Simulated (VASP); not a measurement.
## Zn: single point with PBE

The system is Zn.

```
Zn
1.0
     2.58485    0.00000    0.00000
    -1.29243    2.23855    0.00000
     0.00000    0.00000    4.94670
Zn
2
Direct
  0.33333 0.66667 0.25000
  0.66667 0.33333 0.75000
```

This cell differs from its parent crystal: equal xx and yy strain of -3 %.

* Program: VASP 6.6.1
* Task: single point
* Functional: PBE
* Potentials or basis: VASP PAW PBE potentials, release 64 (Zn)
* Cutoff: 520 eV
* k mesh: 18 × 18 × 8
* Occupations: fermi-dirac, width 0.03 eV
* Spin: no spin polarisation

The pressure is 6.2 GPa. The band gap on the k mesh is zero (bands 12 and 13 overlap by 5.12 eV).

Stress tensor (GPa, compression positive):
```
6.97 0.00 0.00
0.00 6.97 0.00
0.00 0.00 4.53
```

Levels at points of the mesh, in eV from the Fermi level:
```csv
k point,band 10,band 11,band 12,band 13,band 14,band 15
"(0.00, 0.00, 0.00)",-7.26,-7.26,-4.14,-3.40,13.07,16.97
"(0.50, 0.00, 0.00)",-7.02,-2.99,-2.11,2.54,3.56,4.26
"(0.00, 0.00, 0.50)",-7.35,-7.35,-7.35,4.14,4.14,20.16
"(0.50, 0.00, 0.50)",-7.03,-2.07,-2.07,0.32,0.32,10.09
```

Wall time 75 s on 1 thread of Intel Xeon 8259CL, with other jobs on the host, peak memory 0.2 GiB.

Caveat: the cell differs from its parent crystal (equal xx and yy strain of -3 %); the cell stands under pressure.
